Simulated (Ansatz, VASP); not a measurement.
GeCl2: VASP beside Ansatz

```
Ge Cl
1.0
     4.94294    0.00000    0.00000
    -2.47147    4.28072    0.00000
     0.00000    0.00000    3.69111
Ge Cl
1 2
Direct
  0.00000 0.00000 0.77704
  0.33333 0.66667 0.75531
  0.66667 0.33333 0.75531
```

Alike in both runs: functional PBE; k mesh 6 × 6 × 4; occupations gaussian, width 0.1 eV; no spin polarisation.

Ansatz relaxed the structure, and its values are those at the end. VASP's run is a single point on that final structure, the one shown.

|  | VASP | Ansatz |
| --- | --- | --- |
| version | VASP 6.6.1 | Ansatz 0.2.0 |
| potentials or method | VASP PAW PBE potentials, release 64 (Ge_d, Cl), cutoff 520 eV | scalar-relativistic, plane waves, PAW |
| valence electrons in the cell | 28 | 28 |

```tsv
	VASP	Ansatz	Ansatz less VASP
gap on the k mesh at the Fermi level (eV)	none	none	-
pressure (GPa)	0.0	0.1	+0.08
rms of the force components (eV/Å)	0.004	0.004	-0.0002
```

A gap of «none» marks a metal or a gap that the smearing closes.

The k mesh is coarse, so the values compare programs but aren't converged.
